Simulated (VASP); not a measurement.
# CdS (Pm-3m) in VASP: single point with r2SCAN+D3(BJ)

Aim: the single point of CdS with r2SCAN+D3(BJ).

Program: VASP 6.6.1. These are calculated values, not measurements. Logs are shortened: lines on timing, memory, paths and dates and some standing lists are left out, and cuts for length are marked.

## (1) The cell of the first run

It takes space group Pm-3m (No. 221, cubic). Conventional cell: a = 3.313 Å, b = 3.313 Å, c = 3.313 Å, α = 90.00°, β = 90.00°, γ = 90.00°. Within 3.8 Å of Cd (site symmetry m-3m) lie 8 S at 2.87 Å and 6 Cd at 3.31 Å. S (site symmetry m-3m) has 8 Cd at 2.87 Å and 6 S at 3.31 Å within 3.8 Å.

## (2) Single point, r2SCAN+D3(BJ) (18.18 Å³/atom)

File POSCAR:

```
CdS
1.0
    3.3126000000      0.0000000000      0.0000000000
    0.0000000000      3.3126000000      0.0000000000
    0.0000000000      0.0000000000      3.3126000000
Cd S
1 1
Direct
    0.0000000000      0.0000000000      0.0000000000
    0.5000000000      0.5000000000      0.5000000000
```

File INCAR.step1:

```
PREC = Accurate ; ENCUT = 520
ISMEAR = -1 ; SIGMA = 0.15
LREAL = False ; LASPH = True
NELM = 60 ; NBANDS = 16
GGA = PE ; ALGO = Normal
EDIFF = 1E-4 ; LWAVE = True
LCHARG = False
```

File INCAR.step2:

```
PREC = Accurate ; ENCUT = 520
EDIFF = 1E-7 ; ISMEAR = -1
SIGMA = 0.15 ; LREAL = False
LASPH = True ; NELM = 60
ALGO = Normal ; ISIF = 2
LWAVE = False ; LCHARG = False
METAGGA = R2SCAN ; LMIXTAU = True
IVDW = 12 ; VDW_S6 = 1.0
VDW_S8 = 0.78981345 ; VDW_A1 = 0.49484001
VDW_A2 = 5.73083694 ; NBANDS = 16
ISTART = 1
```

File KPOINTS:

```
Automatic mesh
0
Gamma
  12 12 12
```

Potentials or basis: VASP PAW PBE potentials, release 64 (Cd, S).

Run with:

```console
> cat potpaw_PBE.64/Cd/POTCAR potpaw_PBE.64/S/POTCAR > POTCAR
> cp INCAR.step1 INCAR
> mpirun -np 1 vasp_std > vasp.out
> cp INCAR.step2 INCAR
> mpirun -np 1 vasp_std > vasp.out
```

OUTCAR:

```text
PREC = Accurate
   ENCUT = 520
   EDIFF = 1E-7
   ISMEAR = -1
   LREAL = False
   LASPH = True
   NELM = 60
   ISIF = 2
   METAGGA = R2SCAN
   IVDW = 12
   ISTART = 1
 IVDW          = 12

 ion  position               nearest neighbor table
   1  0.000  0.000  0.000-   2 2.87   2 2.87   2 2.87   2 2.87   2 2.87   2 2.87   2 2.87   2 2.87

   2  0.500  0.500  0.500-   1 2.87   1 2.87   1 2.87   1 2.87   1 2.87   1 2.87   1 2.87   1 2.87

  LATTYP: Found a simple cubic cell.
 ALAT       =     3.3126000000

  Lattice vectors:

 A1 = (   3.3126000000,   0.0000000000,   0.0000000000)
 A2 = (   0.0000000000,   3.3126000000,   0.0000000000)
 A3 = (   0.0000000000,   0.0000000000,   3.3126000000)

Analysis of symmetry for initial positions (statically):
=====================================================================
 Subroutine PRICEL returns:
 Original cell was already a primitive cell.

 Routine SETGRP: Setting up the symmetry group for a
 simple cubic supercell.

 Subroutine GETGRP returns: Found 48 space group operations
 (whereof 48 operations were pure point group operations)
 out of a pool of 48 trial point group operations.

The static configuration has the point symmetry O_h .

Analysis of symmetry for dynamics (positions and initial velocities):
=====================================================================
 Subroutine PRICEL returns:
 Original cell was already a primitive cell.

 Routine SETGRP: Setting up the symmetry group for a
 simple cubic supercell.

 Subroutine GETGRP returns: Found 48 space group operations
 (whereof 48 operations were pure point group operations)
 out of a pool of 48 trial point group operations.

The dynamic configuration has the point symmetry O_h .

 Subroutine INISYM returns: Found 48 space group operations
 (whereof 48 operations are pure point group operations),
 and found     1 'primitive' translations

----------------------------------------------------------------------------------------

                                     Primitive cell

  volume of cell :      36.3502

  direct lattice vectors                    reciprocal lattice vectors
     3.312600000  0.000000000  0.000000000     0.301877679  0.000000000  0.000000000
     0.000000000  3.312600000  0.000000000     0.000000000  0.301877679  0.000000000
     0.000000000  0.000000000  3.312600000     0.000000000  0.000000000  0.301877679

  length of vectors
     3.312600000  3.312600000  3.312600000     0.301877679  0.301877679  0.301877679

  position of ions in fractional coordinates (direct lattice)
     0.000000000  0.000000000  0.000000000
     0.500000000  0.500000000  0.500000000

  ion indices of the primitive-cell ions
   primitive index   ion index
                 1           1
                 2           2

----------------------------------------------------------------------------------------

 KPOINTS: Automatic mesh

Automatic generation of k-mesh.
 Grid dimensions read from file:
 generate k-points for:   12   12   12

 Generating k-lattice:

  Cartesian coordinates                     Fractional coordinates (reciprocal lattice)
     0.025156473  0.000000000  0.000000000     0.083333333  0.000000000  0.000000000
     0.000000000  0.025156473  0.000000000     0.000000000  0.083333333  0.000000000
     0.000000000  0.000000000  0.025156473     0.000000000  0.000000000  0.083333333

  Length of vectors
     0.025156473  0.025156473  0.025156473

  Shift w.r.t. Gamma in fractional coordinates (k-lattice)
     0.000000000  0.000000000  0.000000000

 Subroutine IBZKPT returns following result:
 ===========================================

 Found     84 irreducible k-points:

 Following reciprocal coordinates:
            Coordinates               Weight
  0.000000  0.000000  0.000000      1.000000
  0.083333  0.000000  0.000000      6.000000
  0.166667  0.000000  0.000000      6.000000
  0.250000  0.000000  0.000000      6.000000
  0.333333  0.000000  0.000000      6.000000
  0.416667  0.000000  0.000000      6.000000
[... 16 lines left out ...]
  0.333333  0.333333  0.000000     12.000000
  0.416667  0.333333  0.000000     24.000000
 [... further k-points ...]
   k-points           NKPTS =     84   k-points in BZ     NKDIM =     84   number of bands    NBANDS=     16
   number of dos      NEDOS =    301   number of ions     NIONS =      2
   total plane-waves  NPLWV =  21952
   dimension x,y,z NGX =    28 NGY =   28 NGZ =   28
   dimension x,y,z NGXF=    56 NGYF=   56 NGZF=   56
   ions per type =               1   1
   NGX,Y,Z   is equivalent  to a cutoff of  14.05, 14.05, 14.05 a.u.
   NGXF,Y,Z  is equivalent  to a cutoff of  28.10, 28.10, 28.10 a.u.
 SYSTEM =  unknown system
   PREC   = accura    normal or accurate (medium, high low for compatibility)
   ISTART =      1    job   : 0-new  1-cont  2-samecut
   ICHARG =      0    charge: 1-file 2-atom 10-const
   ISPIN  =      1    spin polarized calculation?
   LNONCOLLINEAR =      F non collinear calculations
   LSORBIT =      F    spin-orbit coupling
   LASPH  =      T    aspherical Exc in radial PAW
   ENCUT  =  520.0 eV  38.22 Ry    6.18 a.u.   6.16  6.16  6.16*2*pi/ulx,y,z
   NELM   =     60;   NELMIN=  2; NELMDL=  0     # of ELM steps
   EDIFF  = 0.1E-06   stopping-criterion for ELM
   LREAL  =      F    real-space projection
   EDIFFG = 0.1E-05   stopping-criterion for IOM
   NSW    =      0    number of steps for IOM
   IBRION =     -1    ionic relax: 0-MD 1-quasi-New 2-CG
   NFREE  =      0    steps in history (QN), initial steepest desc. (CG)
   ISIF   =      2    stress and relaxation
   ISYM   =      2    0-nonsym 1-usesym 2-fastsym
   POTIM  = 0.5000    time-step for ionic-motion
   TEBEG  =    0.0;   TEEND  =   0.0 temperature during run
   PSTRESS=    0.0 pullay stress
   NELECT =      18.0000    total number of electrons
   NUPDOWN=      -1.0000    fix difference up-down
   EMIN   =  10.00;   EMAX   =-10.00  energy-range for DOS
   EFERMI =   0.00;   METHOD = LEGACY
   ISMEAR =    -1;   SIGMA  =   0.15  broadening in eV -4-tet -1-fermi 0-gaus
   EFERMI_NEDOS =   21; number of points for ismear=-14 and -15
   IALGO  =     38    algorithm
   IMIX   =      4    mixing-type and parameters
     AMIX     =   0.40;   BMIX     =  1.00
     AMIX_MAG =   1.60;   BMIX_MAG =  1.00
  volume/ion in A,a.u.               =      18.18       122.65
  Fermi-wavevector in a.u.,A,eV,Ry     =   1.295180  2.447535 22.823640  1.677490
  Thomas-Fermi vector in A             =   2.426716
   LORBIT       =      0    0 simple, 1 ext, 2 COOP (PROOUT), +10 PAW based schemes
   METAGGA = R2SCAN    functional components
   LHFCALC =     F    Hartree Fock is set to
   AEXX    =    0.0000 exact exchange contribution
   IVDW    =    12    specifies the selected vdW correction
   LEPSILON=     F    determine dielectric tensor
   LRPA    =     F    only Hartree local field effects (RPA)
 non-spin polarized calculation
  energy-cutoff  :      520.00
  volume of cell :       36.35
 maximum number of plane-waves:      1000
 NGX is ok and might be reduce to    28
   NGX = 13   NGY = 13   NGZ = 13

 number of electron      18.0000002 magnetization

 Free energy of the ion-electron system (eV)
  ---------------------------------------------------
  ext. energy  EPLUGINS =         0.00000000
  ---------------------------------------------------
  free energy    TOTEN  =       -28.37527659 eV

  energy without entropy =      -28.31894578  energy(sigma->0) =      -28.34711119

 E-fermi :   4.6576     XC(G=0): -11.7035

 val. band max:        4.5902358333   @ k =   0.5000   0.0000   0.0000
 cond. band min:       4.6705212570   @ k =   0.4167   0.4167   0.0833
 fundamental gap:      0.0802854238
 Fermi energy:         4.6576031401

 k-point     1 :       0.0000    0.0000    0.0000
  band No.  band energies     occupation
      1      -9.9357      2.00000
      2      -4.7774      2.00000
      3      -4.7774      2.00000
      4      -4.0889      2.00000
      5      -4.0889      2.00000
      6      -4.0889      2.00000
[... 8 lines left out ...]
     15      17.9108      0.00000
     16      19.9291      0.00000

 k-point     2 :       0.0833    0.0000    0.0000
  band No.  band energies     occupation
      1      -9.8706      2.00000
      2      -4.7720      2.00000
      3      -4.7527      2.00000
      4      -4.1132      2.00000
      5      -4.1132      2.00000
      6      -4.0866      2.00000
[... 8 lines left out ...]
     15      17.5335      0.00000
     16      19.9222      0.00000

 k-point     3 :       0.1667    0.0000    0.0000
  band No.  band energies     occupation
      1      -9.6828      2.00000
      2      -4.7572      2.00000
      3      -4.6901      2.00000
      4      -4.1782      2.00000
      5      -4.1782      2.00000
      6      -4.0804      2.00000
[... 8 lines left out ...]
     15      16.9083      0.00000
     16      19.9032      0.00000

 k-point     4 :       0.2500    0.0000    0.0000
  band No.  band energies     occupation
      1      -9.3975      2.00000
      2      -4.7368      2.00000
      3      -4.6234      2.00000
      4      -4.2639      2.00000
      5      -4.2639      2.00000
      6      -4.0719      2.00000
[... 8 lines left out ...]
     15      17.1822      0.00000
     16      19.8869      0.00000
[... 324 lines left out ...]
 k-point    22 :       0.5000    0.2500    0.0000
  band No.  band energies     occupation
      1      -8.4689      2.00000
      2      -4.6080      2.00000
      3      -4.3590      2.00000
      4      -4.2614      2.00000
      5      -4.1749      2.00000
      6      -4.1506      2.00000
[... 8 lines left out ...]
     15      17.6938      0.00000
     16      20.5606      0.00000

 k-point    23 :       0.3333    0.3333    0.0000
  band No.  band energies     occupation
      1      -8.5577      2.00000
      2      -4.6128      2.00000
      3      -4.2835      2.00000
      4      -4.2401      2.00000
      5      -4.1822      2.00000
      6      -4.1433      2.00000
[... 8 lines left out ...]
     15      16.9239      0.00000
     16      19.3802      0.00000

 k-point    24 :       0.4167    0.3333    0.0000
  band No.  band energies     occupation
      1      -8.4211      2.00000
      2      -4.5808      2.00000
      3      -4.3105      2.00000
      4      -4.2388      2.00000
      5      -4.0933      2.00000
      6      -3.9961      2.00000
[... 8 lines left out ...]
     15      16.8989      0.00000
     16      20.3046      0.00000

 [... further k-points ...]

------------------------ aborting loop because EDIFF is reached ----------------------------------------

 Edisp (eV)   -0.40234

 E8    (eV) :    -0.1264

  FORCE on cell =-STRESS in cart. coord.  units (eV):
  Direction    XX          YY          ZZ          XY          YZ          ZX
  --------------------------------------------------------------------------------------
  -------------------------------------------------------------------------------------
  Total       1.08390     1.08390     1.08390     0.00000     0.00000    -0.00000
  in kB      47.77412    47.77412    47.77412     0.00000     0.00000    -0.00000
  external pressure =       47.77 kB  Pullay stress =        0.00 kB

 VOLUME and BASIS-vectors are now :
 -----------------------------------------------------------------------------
  energy-cutoff  :      520.00
  volume of cell :       36.35
      direct lattice vectors                 reciprocal lattice vectors
     3.312600000  0.000000000  0.000000000     0.301877679  0.000000000  0.000000000
     0.000000000  3.312600000  0.000000000     0.000000000  0.301877679  0.000000000
     0.000000000  0.000000000  3.312600000     0.000000000  0.000000000  0.301877679

 POSITION                                       TOTAL-FORCE (eV/Angst)
 -----------------------------------------------------------------------------------
      0.00000      0.00000      0.00000         0.000000      0.000000      0.000000
      1.65630      1.65630      1.65630         0.000000      0.000000      0.000000
 -----------------------------------------------------------------------------------
    total drift:                               -0.000000      0.000000      0.000000

  FREE ENERGIE OF THE ION-ELECTRON SYSTEM (eV)
  ---------------------------------------------------
  free  energy   TOTEN  =       -28.7776149675 eV

  energy  without entropy=      -28.7212841531  energy(sigma->0) =      -28.74944956
```

Wall time 2.8 min (1 thread of Intel Xeon Platinum 8259CL at 2.50GHz (Skylake/Cascade Lake), shared host); peak memory 0.2 GiB.

What came out:

```
Free energy                : -28.7776 eV
Pressure                   : 4.8 GPa
Band gap on the k mesh     : zero (bands 9 and 10 overlap by 0.44 eV)
Dispersion energy per atom : -0.201 eV
```

Levels at points of the mesh, in eV from the Fermi level:
```
           k point  band 6  band 7  band 8  band 9  band 10  band 11  band 12  band 13
(0.00, 0.00, 0.00)   -8.75   -1.50   -1.50   -1.50    -0.27     6.94     6.94    13.25
(0.50, 0.00, 0.00)   -8.71   -6.47   -0.07   -0.07     4.08     5.37     7.56     7.75
(0.50, 0.50, 0.00)   -8.22   -5.09   -5.09   -0.83    -0.07     8.69     8.69     9.40
(0.50, 0.50, 0.50)   -8.51   -2.34   -2.34   -2.34     1.86     1.86     1.86     3.62
```

Caveat: the cell stands under pressure; semilocal functionals underestimate gaps, so a narrow gap can read as zero; the PAW data sets were made with another functional, which shifts forces and pressure a little.
